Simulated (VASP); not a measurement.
Wanted: the native input for a VASP 6.6.1 run.

```
Task                   : single point
Functional             : PBE
Potentials or basis    : VASP PAW PBE potentials, release 64 (Ag)
Cutoff                 : 520 eV
k mesh                 : 11 × 11 × 11
Occupations            : fermi-dirac, width 0.05 eV
Spin                   : no spin polarisation
Dipole correction      : no
Further INCAR settings : ALGO = Normal; EDIFF = 1e-06; NBANDS = 12
```

The structure of Ag lies in POSCAR:

```
Ag
1.0
   -1.7218801600      1.7218801600      1.6556540000
    1.7218801600     -1.7218801600      1.6556540000
    1.7218801600      1.7218801600     -1.6556540000
Ag
1
Direct
    0.0000000000      0.0000000000      0.0000000000
```

One way to write it, as run:

INCAR

```
SYSTEM = Ag
  PREC = Accurate
  ENCUT = 520
  EDIFF = 1E-6
  ISMEAR = -1
  SIGMA = 0.05
  LREAL = .FALSE.
  LASPH = .TRUE.
  NELM = 100
  ALGO = Normal
  ISIF = 2
  LWAVE = .FALSE.
  LCHARG = .TRUE.
  GGA = PE
  LELF = .TRUE.
  LVHAR = .TRUE.
  NBANDS = 12
```

KPOINTS

```
regular mesh
0
G
  11 11 11
  0 0 0
```

Potentials or basis: VASP PAW PBE potentials, release 64 (Ag).

The run is started by

```console
$ cat potpaw_PBE.64/Ag/POTCAR > POTCAR
$ mpirun -np 1 vasp_std > vasp.out
```

It gave:

```yaml
Pressure: -6.2 GPa
```

It took 39 s on 1 thread of AMD EPYC 7R43 64-Core Processor (Zen 3), on a shared host, peak memory 0.12 GiB.
